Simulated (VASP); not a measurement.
Here is a VASP 6.6.1 calculation.

POSCAR

```
BaTiO3
1.0
    3.6595788008      0.0000000000      0.0000000000
    0.0000000000      3.6595788008      0.0000000000
    0.0000000000      0.0000000000      4.7574524410
Ba Ti O
1 1 3
Direct
    0.5000000000      0.5000000000      0.5000000000
    0.0000000000      0.0000000000      0.0000000000
    0.5000000000      0.0000000000      0.0000000000
    0.0000000000      0.5000000000      0.0000000000
    0.0000000000      0.0000000000      0.5000000000
```

File INCAR.step1:

```
PREC = Accurate
ENCUT = 520
ISMEAR = 0
SIGMA = 0.05
LREAL = False
LASPH = True
NELM = 80
NBANDS = 28
GGA = PE
ALGO = Normal
EDIFF = 1E-4
LWAVE = True
LCHARG = False
```

INCAR.step2

```
PREC = Accurate
ENCUT = 520
EDIFF = 1E-6
ISMEAR = 0
SIGMA = 0.05
LREAL = False
LASPH = True
NELM = 80
ALGO = Normal
ISIF = 2
LWAVE = False
LCHARG = False
METAGGA = R2SCAN
LMIXTAU = True
NBANDS = 28
ISTART = 1
```

The input KPOINTS:

```
regular mesh
0
Gamma
  8 8 8
```

Potentials or basis: VASP PAW PBE potentials, release 64 (Ba_sv, Ti_sv, O).

The run is started by

```sh
$ cat potpaw_PBE.64/Ba_sv/POTCAR potpaw_PBE.64/Ti_sv/POTCAR potpaw_PBE.64/O/POTCAR > POTCAR
$ cp INCAR.step1 INCAR
$ mpirun -np 1 vasp_std > vasp.out
$ cp INCAR.step2 INCAR
$ mpirun -np 1 vasp_std > vasp.out
```

Estimate the band gap on the k mesh.

1.60 eV (least direct gap 2.02 eV).

Estimate the pressure.

19.6 GPa.

Stress tensor (GPa, compression positive):
```
 36.99   0.00   0.00
  0.00  36.99   0.00
  0.00   0.00 -15.14
```

Caveat: the cell stands under pressure; the PAW data sets were made with another functional, which shifts forces and pressure a little; spin-orbit coupling is left out, which moves the levels of the heavy elements. A k mesh can miss the band edges.
